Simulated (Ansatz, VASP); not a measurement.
**HfN: VASP beside Ansatz**

File INCAR:

```
SYSTEM = HfN
PREC = Accurate
ENCUT = 600
EDIFF = 1E-6
ISMEAR = 0
SIGMA = 0.15
LREAL = .False.
LASPH = .True.
NELM = 120
ALGO = Normal
ISIF = 2
LWAVE = .False.
LCHARG = .True.
GGA = PS
LELF = .True.
LVHAR = .True.
NBANDS = 14
GGA_COMPAT = .False.
```

Contents of KPOINTS:

```
regular mesh
0
Gamma
  22 22 22
  0 0 0
```

The input POSCAR:

```
HfN
1.0
    0.0000000000      2.1382369700      2.1382369700
    2.1382369700      0.0000000000      2.1382369700
    2.1382369700      2.1382369700      0.0000000000
Hf N
1 1
Direct
    0.0000000000      0.0000000000      0.0000000000
    0.5000000000      0.5000000000      0.5000000000
```

Input for Ansatz:

```yaml
crystal:
  lattice:
    - [0.0, 2.13823697, 2.13823697]
    - [2.13823697, 0.0, 2.13823697]
    - [2.13823697, 2.13823697, 0.0]
  atoms:
    - { symbol: Hf, position: [0.0, 0.0, 0.0] }
    - { symbol: "N", position: [0.5, 0.5, 0.5] }
basis:
  ecutwfc: 420
kpoints:
  mp_grid: { grid: [22, 22, 22] }
hamiltonian:
  xc: pbesol
scf:
  occupations: { method: gaussian, width: 0.15 }
output:
  forces: true
  stress: true
  eigenvalues: true
  write_density: true
  write_potential: true
  elf: true
  volumetric_format: npy
```

Change from the starting cell: strain -0.050 along x and y, -0.050 along z, atoms carried along.

Alike in both runs: task single point; functional PBEsol; k mesh 22 × 22 × 22; occupations gaussian, width 0.15 eV; no spin polarisation.

|  | VASP | Ansatz |
| --- | --- | --- |
| version | VASP 6.6.1 | Ansatz 0.2.0 |
| potentials or method | VASP PAW PBE potentials, release 64 (Hf_pv, N), cutoff 600 eV | scalar-relativistic, plane waves, PAW |
| valence electrons in the cell | 15 | 31 |

Ansatz gave:

| Property | Result |
| --- | --- |
| gap on the k mesh at the Fermi level (eV) | none |
| pressure (GPa) | 60.6 |

Problem. Estimate VASP's values.

Solution. gap on the k mesh at the Fermi level (eV): none; pressure (GPa): 58.5.

VASP's potentials were made for PBE, not for PBEsol. A gap of «none» marks a metal or a gap that the smearing closes. Both programs put the cell under a high pressure, so it lies far from rest at this level. The functional is the same, so the differences come from potentials, cutoffs and numerics. VASP's potentials hold 15 valence electrons a cell and Ansatz's 31, so a difference there can come from the potentials and not from the codes.

Spin-orbit coupling is off throughout.
